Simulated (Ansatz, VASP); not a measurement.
## Two plane-wave programs on C

INCAR

```
ALGO = Normal ; EDIFF = 1E-7
ENCUT = 520 ; GGA = RP
ISIF = 2 ; ISMEAR = -1
LASPH = True ; LCHARG = False
LREAL = False ; LWAVE = False
NBANDS = 16 ; NELM = 60
PREC = Accurate ; SIGMA = 0.05
```

Contents of KPOINTS:

```
k-points
0
Gamma
  14 14 3
```

POSCAR

```
C
1.0
    2.4092274983      0.0000000000      0.0000000000
   -1.2046137492      2.0864522171      0.0000000000
    0.0000000000      0.0000000000      9.3898666675
C
4
Direct
    1.0000000000      1.0000000000      0.2500000000
    0.0000000000      0.0000000000      0.7500000000
    0.3333333333      0.6666666667      0.2500000000
    0.6666666667      0.3333333333      0.7500000000
```

Input for Ansatz:

```yaml
crystal:
  lattice:
    - [2.4092274983, 0.0, 0.0]
    - [-1.2046137492, 2.0864522171, 0.0]
    - [0.0, 0.0, 9.3898666675]
  atoms:
    - { symbol: C, position: [1.0, 1.0, 0.25] }
    - { symbol: C, position: [0.0, 0.0, 0.75] }
    - { symbol: C, position: [0.3333333333, 0.6666666667, 0.25] }
    - { symbol: C, position: [0.6666666667, 0.3333333333, 0.75] }
hamiltonian:
  xc: rpbe
  pseudopotentials:
    kind: paw
    azcp:
      C: "pseudopotentials/C.paw.azcp"
basis:
  ecutwfc: 420
  fft_grid_basis: typed
kpoints:
  mp_grid: { grid: [14, 14, 3], shift: [0, 0, 0] }
magnetization:
  spin_polarized: false
scf:
  occupations: { method: fermi_dirac, width: 0.05 }
output:
  stress: true
```

Alike in both runs: task single point; functional RPBE; k mesh 14 × 14 × 3; occupations fermi-dirac, width 0.05 eV; no spin polarisation.

```csv
,VASP,Ansatz
version,VASP 6.6.1,Ansatz 0.2.0
potentials or method,"VASP PAW PBE potentials, release 64 (C), cutoff 520 eV","plane waves (420 eV) with PAW, scalar-relativistic"
valence electrons in the cell,16,16
```

VASP gave:

```
pressure (GPa)                                                : 18.3
traceless stress, the component that is largest in VASP (GPa) : -18.32
```

**Question.** Which values does Ansatz return?

**Answer.** Pressure (GPa): 18.0; traceless stress, the component that is largest in VASP (GPa): -17.95.

VASP's potentials were made for PBE, not for RPBE.
